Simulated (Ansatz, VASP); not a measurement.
## Cl in VASP and in Ansatz

Contents of INCAR:

```
SYSTEM = Cl
PREC = Accurate ; ENCUT = 520
EDIFF = 1E-6 ; ISMEAR = 0
SIGMA = 0.1 ; LREAL = .FALSE.
LASPH = .TRUE. ; NELM = 100
ALGO = Normal ; ISIF = 2
LWAVE = .FALSE. ; LCHARG = .FALSE.
LDIPOL = .TRUE. ; IDIPOL = 3
DIPOL = 0.5 0.5 0.674 ; GGA = PE
IVDW = 12 ; NBANDS = 14
```

Contents of KPOINTS:

```
Automatic mesh
0
G
  4 4 1
  0 0 0
```

POSCAR

```
Cl
1.0
    5.3951895486      0.0000000000      0.0000000000
   -2.6975947743      4.6723712073      0.0000000000
    0.0000000000      0.0000000000     24.3987269943
Cl
2
Direct
    0.3330805885      0.1663501846      0.6640645769
   -0.3336845563     -0.1668602009      0.6840448939
```

Input for Ansatz:

```yaml
crystal:
  lattice:
    - [5.3951895486, 0.0, 0.0]
    - [-2.6975947743, 4.6723712073, 0.0]
    - [0.0, 0.0, 24.3987269943]
  atoms:
    - { symbol: Cl, position: [0.3330805885, 0.1663501846, 0.6640645769] }
    - { symbol: Cl, position: [-0.3336845563, -0.1668602009, 0.6840448939] }
basis:
  ecutwfc: 420
kpoints:
  mp_grid: { grid: [4, 4, 1] }
hamiltonian:
  xc: pbe
  dispersion: d3bj
scf:
  occupations: { method: gaussian, width: 0.1 }
output:
  forces: true
  eigenvalues: true
  write_density: true
  volumetric_format: npy
efield:
  axis: 3
  dipole_correction: true
  ramp_width: 0.04
```

Alike in both runs: task single point; functional PBE; dispersion D3(BJ); k mesh 4 × 4 × 1; occupations gaussian, width 0.1 eV; no spin polarisation.

|  | VASP | Ansatz |
| --- | --- | --- |
| version | VASP 6.6.1 | Ansatz 0.2.0 |
| potentials or method | VASP PAW PBE potentials, release 64 (Cl), cutoff 520 eV | scalar-relativistic, plane waves, PAW |
| valence electrons in the cell | 14 | 14 |

Ansatz gave:

| Quantity | Value |
| --- | --- |
| gap on the k mesh at the Fermi level (eV) | none |
| rms of the force components (eV/Å) | 0.282 |

Estimate VASP's values.

gap on the k mesh at the Fermi level (eV): none; rms of the force components (eV/Å): 0.283.

Atom by atom the forces differ by 0.001 eV/Å (rms over components). A gap of «none» marks a metal or a gap that the smearing closes. Ansatz's warnings: structure snapped to symmetry.
